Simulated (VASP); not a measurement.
Wanted: the native input for a VASP 6.6.1 run.

* Task: single point
* Functional: PBE
* Potentials or basis: VASP PAW PBE potentials, release 64 (Mg, O)
* Cutoff: 600 eV
* k mesh: 8 × 8 × 8
* Occupations: gaussian, width 0.01 eV
* Spin: no spin polarisation
* Dipole correction: no
* Further INCAR settings: ALGO = Normal; EDIFF = 1e-06; NBANDS = 11

The structure of MgO (Periclase) lies in POSCAR:

```
MgO
1.0
    0.0000000000      2.0544118728      2.0544118728
    2.0544118728      0.0000000000      2.0544118728
    2.0544118728      2.0544118728      0.0000000000
Mg O
1 1
Direct
    0.0000000000      0.0000000000      0.0000000000
    0.5000000000      0.5000000000      0.5000000000
```

The input as run:

INCAR

```
ALGO     = Normal         # electronic algorithm
EDIFF    = 1E-6           # SCF threshold, eV
ENCUT    = 600            # plane-wave cutoff, eV
GGA      = PE             # functional
GGA_COMPAT= F            
ISIF     = 2              # what is computed and relaxed
ISMEAR   = 0              # smearing method
LASPH    = T              # aspherical terms in the spheres
LCHARG   = F              # write CHGCAR
LREAL    = F              # projectors in reciprocal space
LWAVE    = F              # write WAVECAR
NBANDS   = 11             # bands
NELM     = 120            # most SCF steps
PREC     = Accurate       # precision mode
SIGMA    = 0.01           # smearing width, eV
```

KPOINTS

```
k-points
0
Gamma
  8 8 8
```

Potentials or basis: VASP PAW PBE potentials, release 64 (Mg, O).

Launch:

```console
$ cat potpaw_PBE.64/Mg/POTCAR potpaw_PBE.64/O/POTCAR > POTCAR
$ mpirun -np 1 vasp_std > vasp.out
```

It gave:

```json
{
  "Pressure": "18.2 GPa",
  "Band gap on the k mesh": "5.49 eV, direct"
}
```

Wall time 11 s on 1 thread of AMD EPYC 7R13, with other jobs on the host, peak memory 0.11 GiB.
